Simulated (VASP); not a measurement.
# ZnS (P2_1) in VASP: single point with PBE

Aim: the single point of ZnS with PBE.

Program: VASP 6.6.1. These are calculated values, not measurements. Logs are shortened: lines on timing, memory, paths and dates and some standing lists are left out, and cuts for length are marked.

**1. The cell of the first run**

The typed cell holds 4 atoms: a = 3.811 Å, b = 3.803 Å, c = 6.234 Å, α = 90.00°, β = 90.00°, γ = 119.78°.

**2. Single point, PBE (strain +0.0050 x Voigt [0, 0, 0, 0, 0, 1])**

The input, INCAR:

```
  PREC = Accurate
  ENCUT = 520
  EDIFF = 1E-7
  ISMEAR = 0
  SIGMA = 0.05
  LREAL = F
  LASPH = T
  NELM = 100
  ALGO = Normal
  ISIF = 2
  LWAVE = F
  LCHARG = F
  GGA = PE
  NBANDS = 26
```

The input, KPOINTS:

```
Automatic mesh
0
Gamma
  12 12 6
```

The input, POSCAR:

```
ZnS
1.0
    3.8109987816      0.0095274970      0.0000000000
   -1.8972483364      3.2956580102      0.0000000000
    0.0000000000      0.0000000000      6.2340000000
Zn S
2 2
Direct
    0.3333333333      0.6666666667      0.0000000000
    0.6666666667      0.3333333333      0.5000000000
    0.3333333333      0.6666666667      0.3850000000
    0.6666666667      0.3333333333      0.8850000000
```

Potentials or basis: VASP PAW PBE potentials, release 64 (Zn, S).

Run with:

```sh
$ cat potpaw_PBE.64/Zn/POTCAR potpaw_PBE.64/S/POTCAR > POTCAR
$ mpirun -np 1 vasp_std > vasp.out
```

OUTCAR:

```text
PREC = Accurate
   ENCUT = 520
   EDIFF = 1E-7
   ISMEAR = 0
   LREAL = F
   LASPH = T
   NELM = 100
   ISIF = 2
   GGA = PE

 ion  position               nearest neighbor table
   1  0.333  0.667  0.000-   4 2.31   4 2.31   4 2.32   3 2.40
   2  0.667  0.333  0.500-   3 2.31   3 2.31   3 2.32   4 2.40
   3  0.333  0.667  0.385-   2 2.31   2 2.31   2 2.32   1 2.40
   4  0.667  0.333  0.885-   1 2.31   1 2.31   1 2.32   2 2.40

  Warning from LATTYP: Monoclinic adjustment (A1->A3, A2->A1, A3->A2)!
  LATTYP: Found a simple monoclinic cell.
 ALAT       =     3.8027507110
 B/A-ratio  =     1.6393396448
 C/A-ratio  =     1.0021721066
 COS(beta)  =    -0.4967465479

  Lattice vectors:

 A1 = (  -1.8972483364,   3.2956580102,   0.0000000000)
 A2 = (   0.0000000000,   0.0000000000,   6.2340000000)
 A3 = (   3.8109987816,   0.0095274970,   0.0000000000)

Analysis of symmetry for initial positions (statically):
=====================================================================
 Subroutine PRICEL returns:
 Original cell was already a primitive cell.

 Routine SETGRP: Setting up the symmetry group for a
 simple monoclinic supercell.

 Subroutine GETGRP returns: Found  2 space group operations
 (whereof  1 operations were pure point group operations)
 out of a pool of  4 trial point group operations.

The static configuration has the point symmetry C_1 .
 The point group associated with its full space group is C_2 .

Analysis of symmetry for dynamics (positions and initial velocities):
=====================================================================
 Subroutine PRICEL returns:
 Original cell was already a primitive cell.

 Routine SETGRP: Setting up the symmetry group for a
 simple monoclinic supercell.

 Subroutine GETGRP returns: Found  2 space group operations
 (whereof  1 operations were pure point group operations)
 out of a pool of  4 trial point group operations.

The dynamic configuration has the point symmetry C_1 .
 The point group associated with its full space group is C_2 .

 Subroutine INISYM returns: Found  2 space group operations
 (whereof  1 operations are pure point group operations),
 and found     1 'primitive' translations

----------------------------------------------------------------------------------------

                                     Primitive cell

  volume of cell :      78.4102

  direct lattice vectors                    reciprocal lattice vectors
     3.810998782  0.009527497  0.000000000     0.262021303  0.150840736  0.000000000
    -1.897248336  3.295658010  0.000000000    -0.000757484  0.302993473  0.000000000
     0.000000000  0.000000000  6.234000000     0.000000000  0.000000000  0.160410651

  length of vectors
     3.811010691  3.802750711  6.234000000     0.302337710  0.302994420  0.160410651

  position of ions in fractional coordinates (direct lattice)
     0.333333333  0.666666667  0.000000000
     0.666666667  0.333333333  0.500000000
     0.333333333  0.666666667  0.385000000
     0.666666667  0.333333333  0.885000000

  ion indices of the primitive-cell ions
   primitive index   ion index
                 1           1
                 2           2
                 3           3
                 4           4

----------------------------------------------------------------------------------------

 KPOINTS: Automatic mesh

Automatic generation of k-mesh.
 Grid dimensions read from file:
 generate k-points for:   12   12    6

 Generating k-lattice:

  Cartesian coordinates                     Fractional coordinates (reciprocal lattice)
     0.021835109  0.012570061  0.000000000     0.083333333  0.000000000  0.000000000
    -0.000063124  0.025249456  0.000000000     0.000000000  0.083333333  0.000000000
     0.000000000  0.000000000  0.026735109     0.000000000  0.000000000  0.166666667

  Length of vectors
     0.025194809  0.025249535  0.026735109

  Shift w.r.t. Gamma in fractional coordinates (k-lattice)
     0.000000000  0.000000000  0.000000000

 Subroutine IBZKPT returns following result:
 ===========================================

 Found    296 irreducible k-points:

 Following reciprocal coordinates:
            Coordinates               Weight
  0.000000  0.000000  0.000000      1.000000
  0.083333 -0.000000  0.000000      2.000000
  0.166667 -0.000000  0.000000      2.000000
  0.250000 -0.000000  0.000000      2.000000
  0.333333 -0.000000  0.000000      2.000000
  0.416667 -0.000000  0.000000      2.000000
[... 16 lines left out ...]
  0.250000  0.166667  0.000000      2.000000
  0.333333  0.166667  0.000000      2.000000
 [... further k-points ...]
   k-points           NKPTS =    296   k-points in BZ     NKDIM =    296   number of bands    NBANDS=     26
   number of dos      NEDOS =    301   number of ions     NIONS =      4
   total plane-waves  NPLWV =  37632
   dimension x,y,z NGX =    28 NGY =   28 NGZ =   48
   dimension x,y,z NGXF=    56 NGYF=   56 NGZF=   96
   ions per type =               2   2
   NGX,Y,Z   is equivalent  to a cutoff of  12.21, 12.24, 12.80 a.u.
   NGXF,Y,Z  is equivalent  to a cutoff of  24.43, 24.48, 25.60 a.u.
 SYSTEM =  unknown system
   PREC   = accura    normal or accurate (medium, high low for compatibility)
   ISTART =      0    job   : 0-new  1-cont  2-samecut
   ICHARG =      2    charge: 1-file 2-atom 10-const
   ISPIN  =      1    spin polarized calculation?
   LNONCOLLINEAR =      F non collinear calculations
   LSORBIT =      F    spin-orbit coupling
   LASPH  =      T    aspherical Exc in radial PAW
   ENCUT  =  520.0 eV  38.22 Ry    6.18 a.u.   7.09  7.07 11.59*2*pi/ulx,y,z
   NELM   =    100;   NELMIN=  2; NELMDL= -5     # of ELM steps
   EDIFF  = 0.1E-06   stopping-criterion for ELM
   LREAL  =      F    real-space projection
   EDIFFG = 0.1E-05   stopping-criterion for IOM
   NSW    =      0    number of steps for IOM
   IBRION =     -1    ionic relax: 0-MD 1-quasi-New 2-CG
   NFREE  =      0    steps in history (QN), initial steepest desc. (CG)
   ISIF   =      2    stress and relaxation
   ISYM   =      2    0-nonsym 1-usesym 2-fastsym
   POTIM  = 0.5000    time-step for ionic-motion
   TEBEG  =    0.0;   TEEND  =   0.0 temperature during run
   PSTRESS=    0.0 pullay stress
   NELECT =      36.0000    total number of electrons
   NUPDOWN=      -1.0000    fix difference up-down
   EMIN   =  10.00;   EMAX   =-10.00  energy-range for DOS
   EFERMI =   0.00;   METHOD = LEGACY
   ISMEAR =     0;   SIGMA  =   0.05  broadening in eV -4-tet -1-fermi 0-gaus
   EFERMI_NEDOS =   21; number of points for ismear=-14 and -15
   IALGO  =     38    algorithm
   IMIX   =      4    mixing-type and parameters
     AMIX     =   0.40;   BMIX     =  1.00
     AMIX_MAG =   1.60;   BMIX_MAG =  1.00
  volume/ion in A,a.u.               =      19.60       132.28
  Fermi-wavevector in a.u.,A,eV,Ry     =   1.262946  2.386622 21.701746  1.595033
  Thomas-Fermi vector in A             =   2.396328
   LORBIT       =      0    0 simple, 1 ext, 2 COOP (PROOUT), +10 PAW based schemes
   GGA     = PE    functional components
   LHFCALC =     F    Hartree Fock is set to
   AEXX    =    0.0000 exact exchange contribution
   IVDW    =     0    specifies the selected vdW correction
   LEPSILON=     F    determine dielectric tensor
   LRPA    =     F    only Hartree local field effects (RPA)
 non-spin polarized calculation
 Gauss-broadening in eV      SIGMA  =   0.05
  energy-cutoff  :      520.00
  volume of cell :       78.41
 maximum number of plane-waves:      2136
   NGX = 15   NGY = 15   NGZ = 23

 number of electron      35.9999977 magnetization

 Free energy of the ion-electron system (eV)
  ---------------------------------------------------
  ext. energy  EPLUGINS =         0.00000000
  ---------------------------------------------------
  free energy    TOTEN  =       -13.65373746 eV

  energy without entropy =      -13.65373746  energy(sigma->0) =      -13.65373746

 E-fermi :   2.4419     XC(G=0):  -9.6513

 val. band max:        2.1624490235   @ k =   0.0000   0.0000   0.0000
 cond. band min:       4.4154936115   @ k =   0.0000   0.0000   0.0000
 fundamental gap:      2.2530445880
 Fermi energy:         2.4419169671

 k-point     1 :       0.0000    0.0000    0.0000
  band No.  band energies     occupation
      1     -11.0312      2.00000
      2     -10.1083      2.00000
      3      -4.2071      2.00000
      4      -4.2058      2.00000
      5      -4.1429      2.00000
      6      -4.1420      2.00000
[... 18 lines left out ...]
     25       9.8139      0.00000
     26      11.4720      0.00000

 k-point     2 :       0.0833   -0.0000    0.0000
  band No.  band energies     occupation
      1     -10.9836      2.00000
      2     -10.0805      2.00000
      3      -4.2103      2.00000
      4      -4.1955      2.00000
      5      -4.1399      2.00000
      6      -4.1279      2.00000
[... 18 lines left out ...]
     25      10.0297      0.00000
     26      11.1541      0.00000

 k-point     3 :       0.1667   -0.0000    0.0000
  band No.  band energies     occupation
      1     -10.8472      2.00000
      2     -10.0052      2.00000
      3      -4.2176      2.00000
      4      -4.1651      2.00000
      5      -4.1310      2.00000
      6      -4.0873      2.00000
[... 18 lines left out ...]
     25      10.4407      0.00000
     26      10.6368      0.00000

 k-point     4 :       0.2500   -0.0000    0.0000
  band No.  band energies     occupation
      1     -10.6423      2.00000
      2      -9.9060      2.00000
      3      -4.2157      2.00000
      4      -4.1267      2.00000
      5      -4.1135      2.00000
      6      -4.0289      2.00000
[... 18 lines left out ...]
     25      10.5862      0.00000
     26      11.0990      0.00000

 k-point     5 :       0.3333   -0.0000    0.0000
  band No.  band energies     occupation
      1     -10.4058      2.00000
      2      -9.8188      2.00000
      3      -4.1975      2.00000
      4      -4.0939      2.00000
      5      -4.0792      2.00000
      6      -3.9682      2.00000
[... 18 lines left out ...]
     25      10.8409      0.00000
     26      11.8128      0.00000

 k-point     6 :       0.4167   -0.0000    0.0000
  band No.  band energies     occupation
      1     -10.1958      2.00000
      2      -9.7775      2.00000
      3      -4.1778      2.00000
      4      -4.0742      2.00000
      5      -4.0107      2.00000
      6      -3.9232      2.00000
[... 427 lines left out ...]
 k-point    21 :       0.0833    0.1667    0.0000
  band No.  band energies     occupation
      1     -10.7198      2.00000
      2      -9.9410      2.00000
      3      -4.2106      2.00000
      4      -4.1467      2.00000
      5      -4.1077      2.00000
      6      -4.0768      2.00000
[... 18 lines left out ...]
     25      10.5359      0.00000
     26      11.0012      0.00000

 k-point    22 :       0.1667    0.1667    0.0000
  band No.  band energies     occupation
      1     -10.5303      2.00000
      2      -9.8594      2.00000
      3      -4.1761      2.00000
      4      -4.1350      2.00000
      5      -4.0566      2.00000
      6      -4.0552      2.00000
[... 18 lines left out ...]
     25      10.9091      0.00000
     26      11.0970      0.00000

 k-point    23 :       0.2500    0.1667    0.0000
  band No.  band energies     occupation
      1     -10.3117      2.00000
      2      -9.7920      2.00000
      3      -4.1406      2.00000
      4      -4.1025      2.00000
      5      -4.0168      2.00000
      6      -3.9843      2.00000
[... 18 lines left out ...]
     25      10.8589      0.00000
     26      11.3352      0.00000

 k-point    24 :       0.3333    0.1667    0.0000
  band No.  band energies     occupation
      1     -10.1149      2.00000
      2      -9.7684      2.00000
      3      -4.1393      2.00000
      4      -4.0604      2.00000
      5      -3.9255      2.00000
      6      -3.9222      2.00000
[... 18 lines left out ...]
     25      11.3435      0.00000
     26      11.8124      0.00000

 [... further k-points ...]

------------------------ aborting loop because EDIFF is reached ----------------------------------------

  FORCE on cell =-STRESS in cart. coord.  units (eV):
  Direction    XX          YY          ZZ          XY          YZ          ZX
  --------------------------------------------------------------------------------------
  -------------------------------------------------------------------------------------
  Total        1.5571643      1.5566019      0.5498891     -0.1457294      0.0000000      0.0000000
  in kB       31.8179864     31.8064946     11.2360422     -2.9777310      0.0000000      0.0000000
  external PRESSURE =      24.9535077 kB  Pullay stress =       0.0000000 kB

 VOLUME and BASIS-vectors are now :
 -----------------------------------------------------------------------------
  energy-cutoff  :      520.00
  volume of cell :       78.41
      direct lattice vectors                 reciprocal lattice vectors
     3.810998782  0.009527497  0.000000000     0.262021303  0.150840736  0.000000000
    -1.897248336  3.295658010  0.000000000    -0.000757484  0.302993473  0.000000000
     0.000000000  0.000000000  6.234000000     0.000000000  0.000000000  0.160410651

 POSITION                                       TOTAL-FORCE (eV/Angst)
 -----------------------------------------------------------------------------------
      0.00550      2.20028      0.00000        -0.029640      0.000249      0.322823
      1.90825      1.10490      3.11700         0.029640     -0.000249      0.322823
      0.00550      2.20028      2.40009        -0.036823      0.000265     -0.322823
      1.90825      1.10490      5.51709         0.036823     -0.000265     -0.322823
 -----------------------------------------------------------------------------------
    total drift:                               -0.000000     -0.000001      0.000431

  FREE ENERGIE OF THE ION-ELECTRON SYSTEM (eV)
  ---------------------------------------------------
  free  energy   TOTEN  =       -13.6537374641 eV

  energy  without entropy=      -13.6537374641  energy(sigma->0) =      -13.65373746
```

Run time: 10 min. Hardware: 1 thread of Intel Xeon 8259CL, shared host; peak memory 0.56 GiB.

Results:

```
Free energy            : -13.6537 eV
Pressure               : 2.5 GPa
Largest force          : 0.325 eV/Å
Band gap on the k mesh : 2.25 eV
```

Forces on the atoms (eV/Å):
```
Zn  -0.030  0.000  0.323
Zn   0.030  0.000  0.323
S   -0.037  0.000 -0.323
S    0.037  0.000 -0.323
```

Caveat: the cell differs from its parent crystal (strain +0.0050 x Voigt [0, 0, 0, 0, 0, 1]). A k mesh can miss the band edges.
